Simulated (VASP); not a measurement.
# Mn3Si (Fm-3m) in VASP: a series of runs

The runs below take Mn3Si through single point, with r2SCAN.

All numbers are computed with VASP 6.6.1; they aren't measurements. Logs are shortened: lines on timing, memory, paths and dates and some standing lists are left out, and cuts for length are marked.

### Step 1. The cell of the first run

The structure is cubic, space group Fm-3m (No. 225). Conventional cell: a = 5.722 Å, b = 5.722 Å, c = 5.722 Å, α = 90.00°, β = 90.00°, γ = 90.00°. Mn (site symmetry m-3m) has 8 Mn at 2.48 Å and 6 Si at 2.86 Å within 3.3 Å. Mn (site symmetry -43m) has 10 Mn at 2.48 to 2.86 Å and 4 Si at 2.48 Å within 3.3 Å. Within 3.3 Å of Si (site symmetry m-3m) lie 14 Mn at 2.48 to 2.86 Å.

### Step 2. Single point, r2SCAN, collinear spin, ferromagnetic start

POSCAR

```
Mn3Si
1.0
    0.0000000000      2.8610000000      2.8610000000
    2.8610000000      0.0000000000      2.8610000000
    2.8610000000      2.8610000000      0.0000000000
Mn Si
3 1
Direct
    0.5000000000      0.5000000000      0.5000000000
    0.2500000000      0.2500000000      0.2500000000
    0.7500000000      0.7500000000      0.7500000000
    0.0000000000      0.0000000000      0.0000000000
```

INCAR.step1

```
PREC = Accurate
ENCUT = 520
ISMEAR = -1
SIGMA = 0.1
LREAL = False
LASPH = True
NELM = 150
ISPIN = 2
MAGMOM = 3.38 3.38 3.38 0
NUPDOWN = 10.14
LMAXMIX = 4
NBANDS = 34
GGA = PE
ALGO = Normal
EDIFF = 1E-4
LWAVE = True
LCHARG = False
```

INCAR.step2

```
PREC = Accurate
ENCUT = 520
EDIFF = 1E-7
ISMEAR = -1
SIGMA = 0.1
LREAL = False
LASPH = True
NELM = 150
ALGO = Normal
ISIF = 2
LWAVE = False
LCHARG = False
ISPIN = 2
MAGMOM = 3.38 3.38 3.38 0
LORBIT = 11
NUPDOWN = 10.14
LMAXMIX = 4
METAGGA = R2SCAN
LMIXTAU = True
NBANDS = 34
ISTART = 1
```

KPOINTS

```
regular mesh
0
Gamma
  7 7 7
```

Potentials or basis: VASP PAW PBE potentials, release 64 (Mn_pv, Si).

Run with:

```
$ cat potpaw_PBE.64/Mn_pv/POTCAR potpaw_PBE.64/Si/POTCAR > POTCAR
$ cp INCAR.step1 INCAR
$ mpirun -np 1 vasp_std > vasp.out
$ cp INCAR.step2 INCAR
$ mpirun -np 1 vasp_std > vasp.out
```

OUTCAR:

```text
PREC = Accurate
   ENCUT = 520
   EDIFF = 1E-7
   ISMEAR = -1
   LREAL = False
   LASPH = True
   NELM = 150
   ISIF = 2
   ISPIN = 2
   LORBIT = 11
   NUPDOWN = 10.14
   METAGGA = R2SCAN
   ISTART = 1

 ion  position               nearest neighbor table
   1  0.500  0.500  0.500-   2 2.48   2 2.48   2 2.48   3 2.48   3 2.48   3 2.48   3 2.48   2 2.48
                             4 2.86   4 2.86   4 2.86   4 2.86   4 2.86   4 2.86
   2  0.250  0.250  0.250-   4 2.48   4 2.48   4 2.48   1 2.48   1 2.48   1 2.48   4 2.48   1 2.48
                             3 2.86   3 2.86   3 2.86   3 2.86   3 2.86   3 2.86
   3  0.750  0.750  0.750-   1 2.48   1 2.48   1 2.48   4 2.48   4 2.48   4 2.48   4 2.48   1 2.48
                             2 2.86   2 2.86   2 2.86   2 2.86   2 2.86   2 2.86
   4  0.000  0.000  0.000-   3 2.48   3 2.48   3 2.48   2 2.48   2 2.48   2 2.48   3 2.48   2 2.48
                             1 2.86   1 2.86   1 2.86   1 2.86   1 2.86   1 2.86

  LATTYP: Found a face centered cubic cell.
 ALAT       =     5.7220000000

  Lattice vectors:

 A1 = (   0.0000000000,   2.8610000000,   2.8610000000)
 A2 = (   2.8610000000,   0.0000000000,   2.8610000000)
 A3 = (   2.8610000000,   2.8610000000,   0.0000000000)

Analysis of symmetry for initial positions (statically):
=====================================================================
 Subroutine PRICEL returns:
 Original cell was already a primitive cell.

 Routine SETGRP: Setting up the symmetry group for a
 face centered cubic supercell.

 Subroutine GETGRP returns: Found 48 space group operations
 (whereof 48 operations were pure point group operations)
 out of a pool of 48 trial point group operations.

The static configuration has the point symmetry O_h .

Analysis of symmetry for dynamics (positions and initial velocities):
=====================================================================
 Subroutine PRICEL returns:
 Original cell was already a primitive cell.

 Routine SETGRP: Setting up the symmetry group for a
 face centered cubic supercell.

 Subroutine GETGRP returns: Found 48 space group operations
 (whereof 48 operations were pure point group operations)
 out of a pool of 48 trial point group operations.

The dynamic configuration has the point symmetry O_h .

Analysis of structural, dynamic, and magnetic symmetry:
=====================================================================
 Subroutine PRICEL returns:
 Original cell was already a primitive cell.

 Routine SETGRP: Setting up the symmetry group for a
 face centered cubic supercell.

 Subroutine GETGRP returns: Found 48 space group operations
 (whereof 48 operations were pure point group operations)
 out of a pool of 48 trial point group operations.

The overall configuration has the point symmetry O_h .

 Subroutine INISYM returns: Found 48 space group operations
 (whereof 48 operations are pure point group operations),
 and found     1 'primitive' translations

----------------------------------------------------------------------------------------

                                     Primitive cell

  volume of cell :      46.8364

  direct lattice vectors                    reciprocal lattice vectors
     0.000000000  2.861000000  2.861000000    -0.174764069  0.174764069  0.174764069
     2.861000000  0.000000000  2.861000000     0.174764069 -0.174764069  0.174764069
     2.861000000  2.861000000  0.000000000     0.174764069  0.174764069 -0.174764069

  length of vectors
     4.046065002  4.046065002  4.046065002     0.302700246  0.302700246  0.302700246

  position of ions in fractional coordinates (direct lattice)
     0.500000000  0.500000000  0.500000000
     0.250000000  0.250000000  0.250000000
     0.750000000  0.750000000  0.750000000
     0.000000000  0.000000000  0.000000000

  ion indices of the primitive-cell ions
   primitive index   ion index
                 1           1
                 2           2
                 3           3
                 4           4

----------------------------------------------------------------------------------------

 KPOINTS: regular mesh

Automatic generation of k-mesh.
 Grid dimensions read from file:
 generate k-points for:    7    7    7

 Generating k-lattice:

  Cartesian coordinates                     Fractional coordinates (reciprocal lattice)
    -0.024966296  0.024966296  0.024966296     0.142857143  0.000000000  0.000000000
     0.024966296 -0.024966296  0.024966296     0.000000000  0.142857143  0.000000000
     0.024966296  0.024966296 -0.024966296     0.000000000  0.000000000  0.142857143

  Length of vectors
     0.043242892  0.043242892  0.043242892

  Shift w.r.t. Gamma in fractional coordinates (k-lattice)
     0.000000000  0.000000000  0.000000000

 Subroutine IBZKPT returns following result:
 ===========================================

 Found     20 irreducible k-points:

 Following reciprocal coordinates:
            Coordinates               Weight
  0.000000  0.000000  0.000000      1.000000
  0.142857  0.000000  0.000000      8.000000
  0.285714  0.000000  0.000000      8.000000
  0.428571  0.000000  0.000000      8.000000
  0.142857  0.142857  0.000000      6.000000
  0.285714  0.142857  0.000000     24.000000
[... 12 lines left out ...]
 -0.428571  0.428571  0.142857     24.000000
 -0.285714  0.428571  0.142857     24.000000
   k-points           NKPTS =     20   k-points in BZ     NKDIM =     20   number of bands    NBANDS=     34
   number of dos      NEDOS =    301   number of ions     NIONS =      4
   total plane-waves  NPLWV =  27000
   dimension x,y,z NGX =    30 NGY =   30 NGZ =   30
   dimension x,y,z NGXF=    60 NGYF=   60 NGZF=   60
   ions per type =               3   1
   NGX,Y,Z   is equivalent  to a cutoff of  12.33, 12.33, 12.33 a.u.
   NGXF,Y,Z  is equivalent  to a cutoff of  24.65, 24.65, 24.65 a.u.
 SYSTEM =  unknown system
   PREC   = accura    normal or accurate (medium, high low for compatibility)
   ISTART =      1    job   : 0-new  1-cont  2-samecut
   ICHARG =      0    charge: 1-file 2-atom 10-const
   ISPIN  =      2    spin polarized calculation?
   LNONCOLLINEAR =      F non collinear calculations
   LSORBIT =      F    spin-orbit coupling
   LASPH  =      T    aspherical Exc in radial PAW
   ENCUT  =  520.0 eV  38.22 Ry    6.18 a.u.   7.52  7.52  7.52*2*pi/ulx,y,z
   NELM   =    150;   NELMIN=  2; NELMDL=  0     # of ELM steps
   EDIFF  = 0.1E-06   stopping-criterion for ELM
   LREAL  =      F    real-space projection
   EDIFFG = 0.1E-05   stopping-criterion for IOM
   NSW    =      0    number of steps for IOM
   IBRION =     -1    ionic relax: 0-MD 1-quasi-New 2-CG
   NFREE  =      0    steps in history (QN), initial steepest desc. (CG)
   ISIF   =      2    stress and relaxation
   ISYM   =      2    0-nonsym 1-usesym 2-fastsym
   POTIM  = 0.5000    time-step for ionic-motion
   TEBEG  =    0.0;   TEEND  =   0.0 temperature during run
   PSTRESS=    0.0 pullay stress
   NELECT =      43.0000    total number of electrons
   NUPDOWN=      10.1400    fix difference up-down
   EMIN   =  10.00;   EMAX   =-10.00  energy-range for DOS
   EFERMI =   0.00;   METHOD = LEGACY
   ISMEAR =    -1;   SIGMA  =   0.10  broadening in eV -4-tet -1-fermi 0-gaus
   EFERMI_NEDOS =   21; number of points for ismear=-14 and -15
   IALGO  =     38    algorithm
   IMIX   =      4    mixing-type and parameters
     AMIX     =   0.40;   BMIX     =  1.00
     AMIX_MAG =   1.60;   BMIX_MAG =  1.00
  volume/ion in A,a.u.               =      11.71        79.02
  Fermi-wavevector in a.u.,A,eV,Ry     =   1.591121  3.006782 34.445395  2.531665
  Thomas-Fermi vector in A             =   2.689710
   LORBIT       =     11    0 simple, 1 ext, 2 COOP (PROOUT), +10 PAW based schemes
   METAGGA = R2SCAN    functional components
   LHFCALC =     F    Hartree Fock is set to
   AEXX    =    0.0000 exact exchange contribution
   IVDW    =     0    specifies the selected vdW correction
   LEPSILON=     F    determine dielectric tensor
   LRPA    =     F    only Hartree local field effects (RPA)
 spin polarized calculation
  energy-cutoff  :      520.00
  volume of cell :       46.84
 maximum number of plane-waves:      1275
 NGX is ok and might be reduce to    30
   NGX = 15   NGY = 15   NGZ = 15

 number of electron      43.0000043 magnetization      10.1400014

 Free energy of the ion-electron system (eV)
  ---------------------------------------------------
  ext. energy  EPLUGINS =         0.00000000
  ---------------------------------------------------
  free energy    TOTEN  =       -52.82964964 eV

  energy without entropy =      -52.72281370  energy(sigma->0) =      -52.77623167

 E-fermi :  10.4612     XC(G=0): -14.1492

 val. band max:       11.2320131416   @ k =  -0.4286   0.2857   0.0000
 cond. band min:      10.4649339043   @ k =   0.4286   0.2857   0.1429
 fundamental gap:     -0.7670792373
 Fermi energy:        11.3077737190

 spin component 1

 k-point     1 :       0.0000    0.0000    0.0000
  band No.  band energies     occupation
      1     -40.9400      1.00000
      2     -40.9400      1.00000
      3     -40.9398      1.00000
      4     -40.8556      1.00000
      5     -40.8556      1.00000
      6     -40.8555      1.00000
[... 709 lines left out ...]
     32      18.7223      0.00000
     33      21.6083      0.00000
 Fermi energy:        10.4612482146

 spin component 2

 k-point     1 :       0.0000    0.0000    0.0000
  band No.  band energies     occupation
      1     -36.3130      1.00000
      2     -36.3130      1.00000
      3     -36.3128      1.00000
      4     -36.2831      1.00000
      5     -36.2831      1.00000
      6     -36.2829      1.00000
[... 709 lines left out ...]
     32      20.5326      0.00000
     33      22.8868      0.00000
 [bands above 33 left out]

------------------------ aborting loop because EDIFF is reached ----------------------------------------

  FORCE on cell =-STRESS in cart. coord.  units (eV):
  Direction    XX          YY          ZZ          XY          YZ          ZX
  --------------------------------------------------------------------------------------
  -------------------------------------------------------------------------------------
  Total        8.0432167      8.0432167      8.0432167      0.0000000     -0.0000000      0.0000000
  in kB      275.1419331    275.1419331    275.1419331      0.0000000     -0.0000000      0.0000000
  external PRESSURE =     275.1419331 kB  Pullay stress =       0.0000000 kB

 VOLUME and BASIS-vectors are now :
 -----------------------------------------------------------------------------
  energy-cutoff  :      520.00
  volume of cell :       46.84
      direct lattice vectors                 reciprocal lattice vectors
     0.000000000  2.861000000  2.861000000    -0.174764069  0.174764069  0.174764069
     2.861000000  0.000000000  2.861000000     0.174764069 -0.174764069  0.174764069
     2.861000000  2.861000000  0.000000000     0.174764069  0.174764069 -0.174764069

 POSITION                                       TOTAL-FORCE (eV/Angst)
 -----------------------------------------------------------------------------------
      2.86100      2.86100      2.86100        -0.000000      0.000000     -0.000000
      1.43050      1.43050      1.43050        -0.000000     -0.000000     -0.000000
      4.29150      4.29150      4.29150         0.000000      0.000000      0.000000
      0.00000      0.00000      0.00000        -0.000000      0.000000      0.000000
 -----------------------------------------------------------------------------------
    total drift:                                0.000000     -0.000000      0.000000

  FREE ENERGIE OF THE ION-ELECTRON SYSTEM (eV)
  ---------------------------------------------------
  free  energy   TOTEN  =       -52.8296496375 eV

  energy  without entropy=      -52.7228137033  energy(sigma->0) =      -52.77623167

 total charge

# of ion       s       p       d       tot
------------------------------------------
    1        0.404   6.320   5.154  11.878
    2        0.376   6.367   5.160  11.902
    3        0.376   6.367   5.160  11.902
    4        0.707   0.951   0.000   1.658
--------------------------------------------------
tot          1.862  20.005  15.474  37.341

 magnetization (x)

# of ion       s       p       d       tot
------------------------------------------
    1       -0.012   0.055   3.474   3.517
    2        0.013   0.024   3.230   3.268
    3        0.013   0.024   3.230   3.268
    4       -0.008  -0.077   0.000  -0.085
--------------------------------------------------
tot          0.006   0.026   9.935   9.967
```

It took 7.8 min on 1 thread of Intel Xeon 8259CL, shared host; peak memory 0.22 GiB.

Results:

* Free energy: -52.8296 eV
* Pressure: 27.5 GPa
* Net moment: 10.14 μB per cell
* Site moments: Mn +3.52, +3.27 (each value once); Si -0.09 μB
* Valence electrons inside the program's atomic spheres: Mn 11.88, 11.90 (each value once); Si 1.66

Caveat: the cell stands under pressure; the PAW data sets were made with another functional, which shifts forces and pressure a little; the total moment is fixed, so each spin has its own Fermi level and the state may be an excited one.

### Step 3. Single point, r2SCAN, collinear spin, ferromagnetic start

POSCAR is that of step 2.

INCAR.step1

```
SYSTEM = Mn3Si
PREC     = Accurate       ! precision mode
ENCUT    = 520            ! plane-wave cutoff, eV
ISMEAR   = -1             ! smearing method
SIGMA    = 0.1            ! smearing width, eV
LREAL    = .False.        ! projectors in reciprocal space
LASPH    = .True.         ! aspherical terms in the spheres
NELM     = 150            ! most SCF steps
ISPIN    = 2              ! spin polarisation
MAGMOM   = 1.267 1.267 1.266 0 ! initial moments
NUPDOWN  = 3.8            ! fixed moment
LMAXMIX  = 4              ! l up to which the mixer works
NBANDS   = 34             ! bands
GGA      = PE             ! functional
ALGO     = Normal         ! electronic algorithm
EDIFF    = 1E-4           ! SCF threshold, eV
LWAVE    = .True.         ! write WAVECAR
LCHARG   = .False.        ! write CHGCAR
```

INCAR.step2

```
SYSTEM = Mn3Si
PREC     = Accurate       ! precision mode
ENCUT    = 520            ! plane-wave cutoff, eV
EDIFF    = 1E-6           ! SCF threshold, eV
ISMEAR   = -1             ! smearing method
SIGMA    = 0.1            ! smearing width, eV
LREAL    = .False.        ! projectors in reciprocal space
LASPH    = .True.         ! aspherical terms in the spheres
NELM     = 150            ! most SCF steps
ALGO     = Normal         ! electronic algorithm
ISIF     = 2              ! what is computed and relaxed
LWAVE    = .False.        ! write WAVECAR
LCHARG   = .False.        ! write CHGCAR
ISPIN    = 2              ! spin polarisation
MAGMOM   = 1.267 1.267 1.266 0 ! initial moments
LORBIT   = 11             ! projections on sites
NUPDOWN  = 3.8            ! fixed moment
LMAXMIX  = 4              ! l up to which the mixer works
METAGGA  = R2SCAN         ! meta-GGA
LMIXTAU  = .True.       
NBANDS   = 34             ! bands
ISTART   = 1
```

KPOINTS

```
regular mesh
0
Gamma
  7 7 7
  0 0 0
```

Potentials or basis: VASP PAW PBE potentials, release 64 (Mn_pv, Si).

Run with:

```
$ cat potpaw_PBE.64/Mn_pv/POTCAR potpaw_PBE.64/Si/POTCAR > POTCAR
$ cp INCAR.step1 INCAR
$ mpirun -np 1 vasp_std > vasp.out
$ cp INCAR.step2 INCAR
$ mpirun -np 1 vasp_std > vasp.out
```

Run time: 13 min. Hardware: 1 thread of Intel Xeon 8259CL, shared host; peak memory 0.23 GiB.

It converged, with:

```yaml
Free_energy: -53.3847 eV
Pressure: -15.2 GPa
Net_moment: 3.80 μB per cell
Site_moments: Mn +1.69, +1.10 (each value once); Si -0.05 μB
Valence_electrons_inside_the_program's_atomic_spheres: Mn 11.84, 11.91 (each value once); Si 1.60
```

Caveat: the cell stands under tension; the PAW data sets were made with another functional, which shifts forces and pressure a little; the total moment is fixed, so each spin has its own Fermi level and the state may be an excited one.

### Step 4. Single point, r2SCAN, collinear spin, ferromagnetic start

POSCAR is that of step 3.

INCAR.step1

```
SYSTEM = Mn3Si
  PREC = Accurate
  ENCUT = 520
  ISMEAR = -1
  SIGMA = 0.1
  LREAL = .FALSE.
  LASPH = .TRUE.
  NELM = 150
  ISPIN = 2
  MAGMOM = 2.113 2.113 2.114 0
  NUPDOWN = 6.34
  LMAXMIX = 4
  NBANDS = 34
  GGA = PE
  ALGO = Normal
  EDIFF = 1E-4
  LWAVE = .TRUE.
  LCHARG = .FALSE.
```

INCAR.step2

```
SYSTEM = Mn3Si
  PREC = Accurate
  ENCUT = 520
  EDIFF = 1E-7
  ISMEAR = -1
  SIGMA = 0.1
  LREAL = .FALSE.
  LASPH = .TRUE.
  NELM = 150
  ALGO = Normal
  ISIF = 2
  LWAVE = .FALSE.
  LCHARG = .FALSE.
  ISPIN = 2
  MAGMOM = 2.113 2.113 2.114 0
  LORBIT = 11
  NUPDOWN = 6.34
  LMAXMIX = 4
  METAGGA = R2SCAN
  LMIXTAU = .TRUE.
  NBANDS = 34
  ISTART = 1
```

KPOINTS

```
Automatic mesh
0
G
  7 7 7
  0 0 0
```

Run with:

```
$ cat potpaw_PBE.64/Mn_pv/POTCAR potpaw_PBE.64/Si/POTCAR > POTCAR
$ cp INCAR.step1 INCAR
$ mpirun -np 1 vasp_std > vasp.out
$ cp INCAR.step2 INCAR
$ mpirun -np 1 vasp_std > vasp.out
```

Run time: 12 min. Hardware: 1 thread of Intel Xeon 8259CL, shared host; peak memory 0.22 GiB.

It converged, with:

- Free energy: -53.5289 eV
- Pressure: 3.4 GPa
- Net moment: 6.34 μB per cell
- Site moments: Mn +0.83, +2.82 (each value once); Si -0.09 μB
- Valence electrons inside the program's atomic spheres: Mn 11.91, 11.88 (each value once); Si 1.63

Caveat: the cell stands under pressure; the PAW data sets were made with another functional, which shifts forces and pressure a little; the total moment is fixed, so each spin has its own Fermi level and the state may be an excited one.

### Step 5. Overview

```csv
fixed moment (μB),pressure (GPa),moment (μB)
10.14,27.5,10.14
3.8,-15.2,3.80
6.34,3.4,6.34
```

Alike in all rows: task single point; level r2SCAN; potentials or basis VASP PAW PBE potentials, release 64 (Mn_pv, Si); spin collinear, ferromagnetic start; cell as given; k mesh 7 × 7 × 7; cutoff (eV) 520; smearing fermi-dirac 0.1 eV.

Caveats: the PAW data sets were made with another functional, which shifts forces and pressure a little; the total moment is fixed, so each spin has its own Fermi level and the state may be an excited one; the cell stands under pressure (at least some runs); the cell stands under tension (at least some runs).

Absolute energies hang on the potentials; compare differences alone.
